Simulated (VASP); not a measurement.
Input of a VASP 6.6.1 run:

The input INCAR:

```
SYSTEM = GaN
PREC = Accurate
ENCUT = 520
EDIFF = 1E-7
ISMEAR = -1
SIGMA = 0.02
LREAL = .FALSE.
LASPH = .TRUE.
NELM = 100
ALGO = Normal
ISIF = 2
LWAVE = .FALSE.
LCHARG = .FALSE.
GGA = PE
NBANDS = 26
```

KPOINTS

```
Automatic mesh
0
G
  12 12 6
  0 0 0
```

POSCAR

```
GaN
1.0
    3.1831494038      0.0000000000      0.0000000000
   -1.5915747019      2.7566882477      0.0000000000
    0.0000000000      0.0000000000      5.1836255107
Ga N
2 2
Direct
    0.3333333333      0.6666666667     -0.0008868064
    0.6666666667      0.3333333333      0.4991131936
    0.3333333333      0.6666666667      0.3758868064
    0.6666666667      0.3333333333      0.8758868064
```

Potentials or basis: VASP PAW PBE potentials, release 64 (Ga_d, N).

Launch:

```console
$ cat potpaw_PBE.64/Ga_d/POTCAR potpaw_PBE.64/N/POTCAR > POTCAR
$ mpirun -np 1 vasp_std > vasp.out
```

Question: Predict the largest force.

Answer: 0.005 eV/Å.

Question: What does it give for the pressure?

Answer: 6.2 GPa.

Question: Predict the band gap on the k mesh.

Answer: 1.94 eV.

Forces in eV/Å, atoms in the order of the input:
```
Ga   0.000  0.000  0.005
Ga   0.000  0.000  0.005
N    0.000  0.000 -0.005
N    0.000  0.000 -0.005
```

Caveat: the cell stands under pressure.
